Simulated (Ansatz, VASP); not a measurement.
# One calculation of Co, two programs

Contents of INCAR:

```
PREC = Accurate
ENCUT = 520
EDIFF = 1E-6
ISMEAR = -1
SIGMA = 0.1
LREAL = False
LASPH = True
NELM = 60
ALGO = Normal
ISIF = 2
LWAVE = False
LCHARG = False
NBANDS = 10
```

The input KPOINTS:

```
Automatic mesh
0
Gamma
  16 16 16
```

POSCAR

```
Co
1.0
    2.2825835769      0.0000000000      0.0000000000
    0.0000000000      2.2825835769      0.0000000000
    0.0000000000      0.0000000000      2.2825835769
Co
1
Direct
    0.0000000000      0.0000000000      0.0000000000
```

Input for Ansatz:

```yaml
crystal:
  lattice:
    - [2.2825835769, 0.0, 0.0]
    - [0.0, 2.2825835769, 0.0]
    - [0.0, 0.0, 2.2825835769]
  atoms:
    - { symbol: Co, position: [0.0, 0.0, 0.0] }
hamiltonian:
  xc: lda
  pseudopotentials:
    kind: paw
    azcp:
      Co: "pseudopotentials/Co.paw.azcp"
basis:
  ecutwfc: 420
  fft_grid_basis: typed
kpoints:
  mp_grid: { grid: [16, 16, 16], shift: [0, 0, 0] }
magnetization:
  spin_polarized: false
scf:
  occupations: { method: fermi_dirac, width: 0.1 }
  lower_state_search: "off"
output:
  stress: true
```

Alike in both runs: task single point; functional LDA; k mesh 16 × 16 × 16; occupations fermi-dirac, width 0.1 eV; no spin polarisation.

|  | VASP | Ansatz |
| --- | --- | --- |
| version | VASP 6.6.1 | Ansatz 0.2.0 |
| potentials or method | VASP PAW LDA potentials, release 64 (Co), cutoff 520 eV | plane waves (420 eV) with PAW, scalar-relativistic |
| valence electrons in the cell | 9 | 17 |

VASP gave:

| Property | Result |
| --- | --- |
| pressure (GPa) | -15.2 |

Task: Estimate Ansatz's values.

Result: Pressure (GPa): -14.6.

Ansatz warns that its potentials were made for another functional, while VASP's fit it. LDA's correlation is that of Perdew and Zunger in VASP and of Perdew and Wang (1992) in Ansatz. VASP's potentials hold 9 valence electrons a cell and Ansatz's 17, so a difference there can come from the potentials and not from the codes.
